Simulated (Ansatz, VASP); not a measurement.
Li2Se in VASP and in Ansatz

```
Li Se
1.0
     0.00000    3.00250    3.00250
     3.00250    0.00000    3.00250
     3.00250    3.00250    0.00000
Li Se
2 1
Direct
  0.25000 0.25000 0.25000
  0.75000 0.75000 0.75000
  0.00000 0.00000 0.00000
```

Alike in both runs: task relaxation of the atoms; functional PBE; k mesh 8 × 8 × 8; occupations fermi-dirac, width 0.02 eV; no spin polarisation.

```csv
,VASP,Ansatz
version,VASP 6.6.1,Ansatz 0.2.0
potentials or method,"VASP PAW PBE potentials, release 64 (Li_sv, Se)","plane-wave PAW, scalar-relativistic"
plane-wave cutoff (eV),650,420
valence electrons in the cell,12,22
```

Ansatz gave:

| Property | Result |
| --- | --- |
| gap on the k mesh at the Fermi level, each at its own relaxed structure (eV) | 2.98 |

Estimate VASP's values.

gap on the k mesh at the Fermi level, each at its own relaxed structure (eV): 2.97.

VASP's potentials hold 12 valence electrons a cell and Ansatz's 22, so a difference there can come from the potentials and not from the codes. Ansatz's warnings: stress scf threshold loose.

Noted on VASP's run: the relaxation stopped at its first step, so nothing moved.
